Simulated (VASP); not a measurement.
Here is a VASP 6.6.1 calculation.

INCAR

```
PREC     = Accurate       # precision mode
ENCUT    = 520            # plane-wave cutoff, eV
EDIFF    = 1E-7           # SCF threshold, eV
ISMEAR   = -1             # smearing method
SIGMA    = 0.1            # smearing width, eV
LREAL    = F              # projectors in reciprocal space
LASPH    = T              # aspherical terms in the spheres
NELM     = 80             # most SCF steps
ALGO     = Normal         # electronic algorithm
ISIF     = 2              # what is computed and relaxed
LWAVE    = F              # write WAVECAR
LCHARG   = F              # write CHGCAR
GGA      = PS             # functional
NBANDS   = 20             # bands
```

The input KPOINTS:

```
regular mesh
0
Gamma
  10 10 10
```

Contents of POSCAR:

```
Tl
1.0
    0.0000000000      2.5337918558      2.5337918558
    2.5337918558      0.0000000000      2.5337918558
    2.5337918558      2.5337918558      0.0000000000
Tl
2
Direct
   -0.1250000000     -0.1250000000     -0.1250000000
    0.1250000000      0.1250000000      0.1250000000
```

Potentials or basis: VASP PAW PBE potentials, release 64 (Tl_d).

The run is started by

```sh
$ cat potpaw_PBE.64/Tl_d/POTCAR > POTCAR
$ mpirun -np 1 vasp_std > vasp.out
```

Question: What does it give for the pressure?

Answer: 224.0 GPa.

Question: Predict the band gap on the k mesh.

Answer: Zero (bands 13 and 14 overlap by 10.23 eV).

Caveat: the cell stands under pressure; the PAW data sets were made with another functional, which shifts forces and pressure a little; spin-orbit coupling is left out, which moves the levels of the heavy elements.
